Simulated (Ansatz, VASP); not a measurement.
# One calculation of SrWN2, two programs

```
Sr W N
1.0
     3.48561    0.00000    0.00000
    -1.74281    3.01863    0.00000
     0.00000    0.00000    5.40270
Sr W N
1 1 2
Cartesian
  0.0000 0.0000 0.0000
  0.0000 0.0000 2.7013
  0.0000 2.0124 1.3507
  1.7428 1.0062 4.0520
```

Alike in both runs: task relaxation of cell and atoms; functional PBE; k mesh 6 × 6 × 4; occupations gaussian, width 0.1 eV; no spin polarisation.

```csv
,VASP,Ansatz
version,VASP 6.6.1,Ansatz 0.2.0
potentials or method,"VASP PAW PBE potentials, release 64 (Sr_sv, W_sv, N), cutoff 600 eV","scalar-relativistic, plane waves, PAW"
valence electrons in the cell,34,34
```

|  | VASP | Ansatz | Ansatz less VASP |
| --- | --- | --- | --- |
| gap on the k mesh at the Fermi level, each at its own relaxed structure (eV) | none | none | - |
| relaxed volume (Å³/atom) | 13.16 | 13.08 | -0.079 |
| relaxed length of the cell vector where the two differ most in proportion (Å) | 6.114 | 6.096 | -0.0181 |

A gap of «none» marks a metal or a gap that the smearing closes.

Neither program's run includes spin-orbit coupling.
